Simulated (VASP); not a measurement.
A run of VASP 6.6.1 is set up as follows.

INCAR

```
SYSTEM = Co
PREC = Accurate ; ENCUT = 600
EDIFF = 1E-6 ; ISMEAR = -1
SIGMA = 0.05 ; LREAL = .False.
LASPH = .True. ; NELM = 150
ALGO = Normal ; ISIF = 3
LWAVE = .False. ; LCHARG = .False.
ISPIN = 2 ; MAGMOM = 1.7
LORBIT = 11 ; LMAXMIX = 4
GGA = PE ; IBRION = 2
NSW = 32 ; EDIFFG = -0.005
PSTRESS = 700.0
```

The input KPOINTS:

```
Automatic mesh
0
Gamma
  20 20 18
  0 0 0
```

POSCAR

```
Co
1.0
    2.2450837569      0.0000000000      0.0000000000
   -1.1225418785      1.9442995671      0.0000000000
    0.0000000000      0.0000000000      2.1254025874
Co
1
Direct
    0.0000000000      0.0000000000      0.0000000000
```

Potentials or basis: VASP PAW PBE potentials, release 64 (Co).

Run with:

```sh
$ cat potpaw_PBE.64/Co/POTCAR > POTCAR
$ mpirun -np 1 vasp_std > vasp.out
```

(1) Predict the relaxed volume.

(2) What does it give for the relaxed cell?

## Answers

(1) 9.23 Å³/atom.

(2) a = 2.243 Å, b = 2.243 Å, c = 2.119 Å, α = 90.00°, β = 90.00°, γ = 120.00°.

Caveat: the cell is relaxed towards a set pressure, so the run minimises the enthalpy, not the energy.
